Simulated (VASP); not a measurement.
The system is ZnO.

```xyz
8
Lattice="5.5176 0.0000 0.0000 0.0000 5.5176 0.0000 0.0000 0.0000 3.2588" Properties=species:S:1:pos:R:3 pbc="T T T"
Zn    1.0040    1.0040    1.6294
Zn    4.5135    4.5135    1.6294
Zn    3.7628    1.7547    0.0000
Zn    1.7547    3.7628    0.0000
O     4.5092    1.0084    1.6294
O     1.0084    4.5092    1.6294
O     3.7671    3.7671    0.0000
O     1.7504    1.7504    0.0000
```

```yaml
Program: VASP 6.6.1
Task: relaxation of cell and atoms
Functional: PBE
Potentials_or_basis: VASP PAW PBE potentials, release 64 (Zn, O)
Cutoff: 600 eV
k_mesh: 1 × 1 × 2
Occupations: gaussian, width 0.02 eV
Spin: no spin polarisation
```

At the start: pressure 3.3 GPa; volume 12.40 Å³/atom.

Question: Where does the relaxation end?

Answer: Over 27 steps the energy falls by 108.7 meV/atom and the volume is 9.58 Å³/atom (-22.7 %); space group P4_2/mnm (No. 136, to 0.1 Å) before, I4/mmm (No. 139, to 0.1 Å).

The path:
| step | energy change (eV) | largest force (eV/Å) | pressure (GPa) | volume (Å³) |
| --- | --- | --- | --- | --- |
| 1 | 0.0000 | 0.2329 | 3.35 | 99.21 |
| 2 | -0.1035 | 0.4545 | -2.03 | 102.92 |
| 3 | -0.1087 | 0.3890 | -1.04 | 102.21 |
| 4 | -0.1575 | 0.2873 | -1.29 | 101.72 |
| 5 | -0.2568 | 0.1044 | -2.06 | 100.14 |
| 6 | -0.3241 | 0.1740 | -4.97 | 96.65 |
| 7 | -0.3636 | 0.2075 | -3.69 | 94.93 |
| 8 | -0.4282 | 0.3295 | 0.17 | 90.36 |
| 9 | -0.3568 | 0.7095 | 10.50 | 81.56 |
| 10 | -0.4338 | 0.4350 | 2.61 | 88.00 |
| 11 | -0.4724 | 0.4057 | 2.32 | 86.69 |
| 12 | -0.5964 | 0.3825 | 1.84 | 82.75 |
| 13 | -0.7486 | 0.4049 | 4.87 | 74.76 |
| 14 | -0.7840 | 0.1079 | 0.77 | 75.14 |
| 15 | -0.7930 | 0.1948 | 1.73 | 75.02 |
| 16 | -0.8479 | 0.1409 | 0.90 | 75.91 |
| 17 | -0.8624 | 0.1006 | 0.54 | 76.64 |
| 18 | -0.8642 | 0.0815 | -0.56 | 77.01 |
| 19 | -0.8642 | 0.0805 | -0.58 | 77.02 |
| 20 | -0.8660 | 0.0625 | -0.44 | 76.96 |
| 21 | -0.8683 | 0.0344 | -0.21 | 76.82 |
| 22 | -0.8663 | 0.0805 | 0.48 | 76.54 |
| 23 | -0.8686 | 0.0477 | 0.06 | 76.73 |
| 24 | -0.8691 | 0.0382 | -0.11 | 76.76 |
| 25 | -0.8694 | 0.0225 | -0.32 | 76.79 |
| 26 | -0.8697 | 0.0127 | -0.02 | 76.69 |
| 27 | -0.8697 | 0.0099 | 0.01 | 76.66 |

Final structure:
```
CELL_PARAMETERS angstrom
4.44323 0.00000 0.00000
0.00000 4.44323 0.00000
0.00000 0.00000 3.88304
ATOMIC_POSITIONS crystal
Zn 0.24979 0.24979 0.50000
Zn 0.75021 0.75021 0.50000
Zn 0.74979 0.25021 0.00000
Zn 0.25021 0.74979 0.00000
O 0.74971 0.25029 0.50000
O 0.25029 0.74971 0.50000
O 0.75029 0.75029 0.00000
O 0.24971 0.24971 0.00000
```

Caveat: the k points lie up to 1.41 Å⁻¹ apart in the final cell; the volume moved by over 15 % at a fixed basis, so the end points are rough.
